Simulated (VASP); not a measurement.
## InSe: single point with r2SCAN

Crystal: InSe.

```xyz
4
Lattice="5.9466 -2.0693 0.0176 5.9466 2.0693 0.0176 -1.6081 0.0000 4.1992" Properties=species:S:1:pos:R:3 pbc="T T T"
In   10.4927    0.0000    0.1123
In   -0.2076    0.0000    4.1220
Se    6.7468    0.0000    2.6833
Se    3.5384    0.0000    1.5510
```

```json
{"Program": "VASP 6.6.1", "Task": "single point", "Functional": "r2SCAN", "Potentials or basis": "VASP PAW PBE potentials, release 64 (In_d, Se)", "Cutoff": "520 eV", "k mesh": "10 × 10 × 8", "Occupations": "gaussian, width 0.02 eV", "Spin": "no spin polarisation", "Dipole correction": "no", "Further INCAR settings": "ALGO = Normal; EDIFF = 1e-07; NBANDS = 27"}
```

* Pressure: 0.6 GPa
* Largest force: 0.264 eV/Å
* Band gap on the k mesh: 0.91 eV (least direct gap 1.39 eV)

Forces in eV/Å, atoms in the order of the input:
```
In  -0.070  0.000  0.024
In   0.070  0.000 -0.024
Se   0.050  0.000  0.260
Se  -0.050  0.000 -0.260
```

Stress tensor (GPa, compression positive):
```
 0.51  0.00 -0.14
 0.00  0.60  0.00
-0.14  0.00  0.69
```

Levels at points of the mesh, in eV from the valence-band top:
```tsv
k point	band 16	band 17	band 18	band 19	band 20	band 21	band 22	band 23
(0.00, 0.00, 0.00)	-2.69	-2.51	-1.94	-1.67	2.71	3.90	4.48	5.38
(0.50, 0.00, 0.00)	-2.14	-1.70	-1.60	-1.02	1.94	2.78	3.54	3.84
(0.50, 0.50, 0.00)	-2.59	-1.32	-1.06	-0.51	1.17	2.86	3.21	5.04
(0.00, 0.00, 0.50)	-1.96	-1.83	-1.36	-0.23	1.20	2.78	3.64	3.80
(0.50, 0.00, 0.50)	-3.52	-2.79	-2.59	-2.07	2.13	3.49	4.71	4.74
(0.50, 0.50, 0.50)	-1.70	-1.69	-1.39	-0.33	2.28	3.35	3.37	4.08
```

Run time: 60 min on 1 thread of Oxide Virtual Turin-like Processor, with other jobs on the host, peak memory 0.67 GiB.

Caveat: the PAW data sets were made with another functional, which shifts forces and pressure a little; spin-orbit coupling is left out, which moves the levels of the heavy elements. A k mesh can miss the band edges.
